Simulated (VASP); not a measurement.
**H5C3: single point with PBE+D3(BJ)**

The system is H5C3.

```xyz
32
Lattice="6.3529 0.0060 0.0066 3.0510 5.6392 -0.0081 2.4654 0.2436 7.0718" Properties=species:S:1:pos:R:3 pbc="T T T"
H     3.5733    4.3929    1.5411
H     8.2960    1.4958    5.5292
H     7.6684    3.5587    1.5821
H     4.2009    2.3300    5.4883
H     1.3396    1.0345    0.9321
H    10.5297    4.8542    6.1382
H     7.3694    1.3166    2.6389
H     4.4999    4.5721    4.4314
H     5.8483    5.1270    2.0908
H     6.0211    0.7617    4.9795
H     3.2221    0.6918    3.3177
H     8.6472    5.1970    3.7526
H     4.0495    0.8591    0.3743
H     7.8198    5.0296    6.6960
H     5.1048    0.3166    1.6795
H     6.7645    5.5721    5.3908
H     5.3875    2.7739    1.0397
H     6.4818    3.1149    6.0306
H     5.0595    2.5160    2.7460
H     6.8098    3.3728    4.3243
C     3.4033    3.3188    1.6497
C     8.4660    2.5700    5.4207
C     2.1481    2.8552    1.6872
C     9.7212    3.0336    5.3831
C     1.8003    1.4059    1.8645
C    10.0691    4.4828    5.2058
C     3.0152    0.5550    2.2467
C     8.8541    5.3337    4.8236
C     4.2526    0.9714    1.4509
C     7.6167    4.9174    5.6194
C     4.6107    2.4299    1.7393
C     7.2586    3.4588    5.3310
```

```yaml
Program: VASP 6.6.1
Task: single point
Functional: PBE
Dispersion: D3(BJ)
Potentials_or_basis: VASP PAW PBE potentials, release 64 (H, C)
Cutoff: 520 eV
k_mesh: 4 × 4 × 4
Occupations: gaussian, width 0.1 eV
Spin: no spin polarisation
```

| Property | Result |
| --- | --- |
| Pressure | 0.0 GPa |
| Largest force | 0.053 eV/Å |
| Band gap on the k mesh | 4.58 eV (least direct gap 4.65 eV) |
| Dispersion energy per atom | -0.063 eV |

Forces in eV/Å, atoms in the order of the input:
```
H    0.008  0.008 -0.009
H   -0.008 -0.008  0.009
H   -0.024  0.020  0.015
H    0.024 -0.020 -0.015
H   -0.016 -0.010 -0.027
H    0.016  0.010  0.027
H   -0.030 -0.007  0.027
H    0.030  0.007 -0.027
H   -0.013 -0.031  0.000
H    0.013  0.031  0.000
H    0.007  0.001  0.030
H   -0.007 -0.001 -0.030
H   -0.006 -0.004 -0.035
H    0.006  0.004  0.035
H    0.010 -0.005  0.005
H   -0.010  0.005 -0.005
H    0.019  0.013 -0.024
H   -0.019 -0.013  0.024
H    0.011 -0.005  0.021
H   -0.011  0.005 -0.021
C    0.026  0.028 -0.001
C   -0.026 -0.028  0.001
C   -0.023 -0.024 -0.041
C    0.023  0.024  0.041
C    0.019  0.008  0.007
C   -0.019 -0.008 -0.007
C    0.010  0.005 -0.014
C   -0.010 -0.005  0.014
C    0.008  0.001  0.019
C   -0.008 -0.001 -0.019
C   -0.003  0.002  0.022
C    0.003 -0.002 -0.022
```

Stress tensor (GPa, compression positive):
```
 0.07  0.03  0.02
 0.03 -0.01 -0.05
 0.02 -0.05 -0.02
```

Levels at points of the mesh, in eV from the valence-band top:
```csv
k point,band 32,band 33,band 34,band 35,band 36,band 37
"(0.00, 0.00, 0.00)",-1.60,-0.28,-0.26,4.58,4.96,5.11
"(0.50, 0.00, 0.00)",-1.67,-0.41,0.00,4.65,5.13,5.90
"(0.00, 0.50, 0.00)",-1.79,-0.32,-0.31,4.94,4.96,5.94
"(0.50, 0.50, 0.00)",-1.60,-0.39,-0.09,4.82,5.37,5.97
"(0.00, 0.00, 0.50)",-1.63,-0.55,0.00,4.81,4.84,5.31
"(0.50, 0.00, 0.50)",-1.69,-0.24,-0.14,4.67,4.91,6.18
"(0.00, 0.50, 0.50)",-1.76,-0.52,-0.06,5.02,5.14,6.05
"(0.50, 0.50, 0.50)",-1.60,-0.31,-0.23,4.87,5.16,5.83
```

Run time: 12 min on 1 thread of Intel(R) Xeon(R) Platinum 8259CL CPU @ 2.50GHz (Skylake/Cascade Lake), on a shared host, peak memory 0.51 GiB.

A k mesh can miss the band edges. PBE gaps usually lie below the measured ones, often by a third to a half.
